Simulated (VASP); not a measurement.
Here is a VASP 6.6.1 calculation.

The input POSCAR:

```
Si
1.0
    0.0000000000      2.7219885985      2.7219885985
    2.7219885985      0.0000000000      2.7219885985
    2.7219885985      2.7219885985      0.0000000000
Si
2
Direct
    0.0000000000      0.0000000000      0.0000000000
    0.2500000000      0.2500000000      0.2500000000
```

File INCAR.step1:

```
SYSTEM = Si
PREC = Accurate
ENCUT = 520
ISMEAR = -1
SIGMA = 0.01
LREAL = .FALSE.
LASPH = .TRUE.
NELM = 60
NBANDS = 11
GGA = PE
ALGO = Normal
EDIFF = 1E-4
LWAVE = .TRUE.
LCHARG = .FALSE.
```

INCAR.step2

```
SYSTEM = Si
PREC = Accurate
ENCUT = 520
EDIFF = 1E-6
ISMEAR = -1
SIGMA = 0.01
LREAL = .FALSE.
LASPH = .TRUE.
NELM = 60
ALGO = Normal
ISIF = 2
LWAVE = .FALSE.
LCHARG = .FALSE.
METAGGA = R2SCAN
LMIXTAU = .TRUE.
NBANDS = 11
ISTART = 1
```

Contents of KPOINTS:

```
Automatic mesh
0
G
  9 9 9
  0 0 0
```

Potentials or basis: VASP PAW PBE potentials, release 64 (Si).

Launch:

```bash
$ cat potpaw_PBE.64/Si/POTCAR > POTCAR
$ cp INCAR.step1 INCAR
$ mpirun -np 1 vasp_std > vasp.out
$ cp INCAR.step2 INCAR
$ mpirun -np 1 vasp_std > vasp.out
```

(1) Predict the pressure.

(2) Estimate the band gap on the k mesh.

Answers

(1) -0.2 GPa.

(2) 0.80 eV (least direct gap 2.75 eV).

Caveat: the PAW data sets were made with another functional, which shifts forces and pressure a little; an odd mesh through Γ misses points on the zone boundary, where band edges can lie.
